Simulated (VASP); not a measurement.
Here is a VASP 6.6.1 calculation.

File INCAR:

```
PREC     = Accurate       # precision mode
ENCUT    = 600            # plane-wave cutoff, eV
EDIFF    = 1E-6           # SCF threshold, eV
ISMEAR   = 0              # smearing method
SIGMA    = 0.02           # smearing width, eV
LREAL    = F              # projectors in reciprocal space
LASPH    = T              # aspherical terms in the spheres
NELM     = 120            # most SCF steps
ALGO     = Normal         # electronic algorithm
ISIF     = 2              # what is computed and relaxed
LWAVE    = F              # write WAVECAR
LCHARG   = F              # write CHGCAR
GGA      = PS             # functional
NBANDS   = 11             # bands
GGA_COMPAT= F
```

The input KPOINTS:

```
Automatic mesh
0
Gamma
  8 8 8
```

Contents of POSCAR:

```
MgSe
1.0
    0.0000000000      2.7246416506      2.7246416506
    2.7246416506      0.0000000000      2.7246416506
    2.7246416506      2.7246416506      0.0000000000
Mg Se
1 1
Direct
    0.0000000000      0.0000000000      0.0000000000
    0.5000000000      0.5000000000      0.5000000000
```

Potentials or basis: VASP PAW PBE potentials, release 64 (Mg, Se).

The run is started by

```bash
$ cat potpaw_PBE.64/Mg/POTCAR potpaw_PBE.64/Se/POTCAR > POTCAR
$ mpirun -np 1 vasp_std > vasp.out
```

(1) What does it give for the band gap on the k mesh?

(2) What does it give for the pressure?

## Answers

(1) 1.76 eV, indirect (least direct gap 2.51 eV).

(2) 0.0 GPa.

Caveat: the PAW data sets were made with another functional, which shifts forces and pressure a little.
